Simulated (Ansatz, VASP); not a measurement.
## Two plane-wave programs on ZrSi4Ru

```
CELL_PARAMETERS angstrom
4.15110 0.00000 0.00000
-2.07555 3.59496 0.00000
0.00000 0.00000 5.99352
ATOMIC_POSITIONS crystal
Zr 0.00000 0.00000 0.00000
Si 0.33333 0.66667 0.29150
Si 0.33333 0.66667 0.70850
Si 0.66667 0.33333 0.70850
Si 0.66667 0.33333 0.29150
Ru 0.00000 0.00000 0.50000
```

Alike in both runs: functional PBE; k mesh 6 × 6 × 4; occupations gaussian, width 0.1 eV; no spin polarisation.

Ansatz relaxed the structure, and its values are those at the end. VASP's run is a single point on that final structure, the one shown.

|  | VASP | Ansatz |
| --- | --- | --- |
| version | VASP 6.6.1 | Ansatz 0.2.0 |
| potentials or method | VASP PAW PBE potentials, release 64 (Zr_sv, Si, Ru_pv), cutoff 500 eV | scalar-relativistic, plane waves, PAW |
| valence electrons in the cell | 42 | 44 |

|  | VASP | Ansatz | Ansatz less VASP |
| --- | --- | --- | --- |
| gap on the k mesh at the Fermi level (eV) | none | none | - |
| pressure (GPa) | 0.1 | 0.2 | +0.06 |
| rms of the force components (eV/Å) | 0.011 | 0.008 | -0.0031 |

A gap of «none» marks a metal or a gap that the smearing closes. VASP's potentials hold 42 valence electrons a cell and Ansatz's 44, so a difference there can come from the potentials and not from the codes.
